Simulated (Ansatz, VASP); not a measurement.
# BaCd3Se4 in VASP and in Ansatz

```
Ba Cd Se
1.0
    -3.68548    4.18439    5.20805
     3.68548   -4.18439    5.20805
     3.68548    4.18439   -5.20805
Ba Cd Se
1 3 4
Direct
  0.50000 0.00000 0.50000
  0.23493 0.23493 0.00000
  0.76507 0.76507 0.00000
  0.50000 0.50000 0.00000
  0.00000 0.17972 0.17972
  0.00000 0.82028 0.82028
  0.80450 0.50000 0.30450
  0.19550 0.50000 0.69550
```

Alike in both runs: functional PBE; k mesh 3 × 3 × 3; occupations gaussian, width 0.15 eV; no spin polarisation.

Ansatz relaxed the structure, and its values are those at the end. VASP's run is a single point on that final structure, the one shown.

|  | VASP | Ansatz |
| --- | --- | --- |
| version | VASP 6.6.1 | Ansatz 0.2.0 |
| potentials or method | VASP PAW PBE potentials, release 64 (Ba_sv, Cd, Se), cutoff 520 eV | scalar-relativistic, plane waves, PAW |
| valence electrons in the cell | 70 | 134 |

Ansatz gave:

* gap on the k mesh at the Fermi level (eV): none
* pressure (GPa): 0.0
* rms of the force components (eV/Å): 0.010

Q: What did VASP give for the same quantities?

A: gap on the k mesh at the Fermi level (eV): none; pressure (GPa): 0.2; rms of the force components (eV/Å): 0.027.

A gap of «none» marks a metal or a gap that the smearing closes. The functional is the same, so the differences come from potentials, cutoffs and numerics. VASP's potentials hold 70 valence electrons a cell and Ansatz's 134, so a difference there can come from the potentials and not from the codes.

The k mesh is coarse, so the values compare programs but aren't converged. Spin-orbit coupling is off throughout.
